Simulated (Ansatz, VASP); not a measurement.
# Ga: VASP beside Ansatz

The input INCAR:

```
SYSTEM = Ga
PREC     = Accurate       ! precision mode
ENCUT    = 520            ! plane-wave cutoff, eV
EDIFF    = 1E-6           ! SCF threshold, eV
ISMEAR   = 0              ! smearing method
SIGMA    = 0.05           ! smearing width, eV
LREAL    = .FALSE.        ! projectors in reciprocal space
LASPH    = .TRUE.         ! aspherical terms in the spheres
NELM     = 80             ! most SCF steps
ALGO     = Normal         ! electronic algorithm
ISIF     = 2              ! what is computed and relaxed
LWAVE    = .FALSE.        ! write WAVECAR
LCHARG   = .FALSE.        ! write CHGCAR
GGA      = PE             ! functional
NBANDS   = 12             ! bands
```

File KPOINTS:

```
regular mesh
0
G
  16 16 16
  0 0 0
```

Contents of POSCAR:

```
Ga
1.0
    0.0000000000      2.1153974111      2.1153974111
    2.1153974111      0.0000000000      2.1153974111
    2.1153974111      2.1153974111      0.0000000000
Ga
1
Direct
    0.0000000000      0.0000000000      0.0000000000
```

Input for Ansatz:

```yaml
crystal:
  lattice:
    - [0.0, 2.1153974111, 2.1153974111]
    - [2.1153974111, 0.0, 2.1153974111]
    - [2.1153974111, 2.1153974111, 0.0]
  atoms:
    - { symbol: Ga, position: [0.0, 0.0, 0.0] }
basis:
  ecutwfc: 420
  ecutrho_ratio: 4
kpoints:
  mp_grid: { grid: [16, 16, 16] }
hamiltonian:
  xc: pbe
scf:
  occupations: { method: gaussian, width: 0.05 }
output:
  forces: true
  stress: true
  eigenvalues: true
```

Alike in both runs: task single point; functional PBE; k mesh 16 × 16 × 16; occupations gaussian, width 0.05 eV; no spin polarisation.

|  | VASP | Ansatz |
| --- | --- | --- |
| version | VASP 6.6.1 | Ansatz 0.2.0 |
| potentials or method | VASP PAW PBE potentials, release 64 (Ga_d), cutoff 520 eV | scalar-relativistic, plane waves, PAW |
| valence electrons in the cell | 13 | 13 |

```csv
,VASP,Ansatz,Ansatz less VASP
pressure (GPa),0.1,0.0,-0.04
```
